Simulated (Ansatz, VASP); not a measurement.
Two plane-wave programs on AlNi

```
CELL_PARAMETERS angstrom
2.00287 -2.00286 0.00000
2.00287 2.00286 0.00000
0.00000 0.00000 2.83513
ATOMIC_POSITIONS crystal
Al 0.00000 0.00000 0.00000
Ni 0.50000 0.50000 0.50000
```

Alike in both runs: functional LDA; k mesh 16 × 16 × 14; occupations fermi-dirac, width 0.15 eV; no spin polarisation.

Ansatz relaxed the structure, and its values are those at the end. VASP's run is a single point on that final structure, the one shown.

|  | VASP | Ansatz |
| --- | --- | --- |
| version | VASP 6.6.1 | Ansatz 0.2.0 |
| potentials or method | VASP PAW LDA potentials, release 64 (Al, Ni), cutoff 520 eV | scalar-relativistic, plane waves, PAW |
| valence electrons in the cell | 13 | 21 |

```tsv
	VASP	Ansatz	Ansatz less VASP
gap on the k mesh at the Fermi level (eV)	none	none	-
pressure (GPa)	0.3	0.0	-0.33
```

LDA's correlation is that of Perdew and Zunger in VASP and of Perdew and Wang (1992) in Ansatz. A gap of «none» marks a metal or a gap that the smearing closes. VASP's potentials hold 13 valence electrons a cell and Ansatz's 21, so a difference there can come from the potentials and not from the codes. Ansatz's warnings: near symmetry operations not taken.
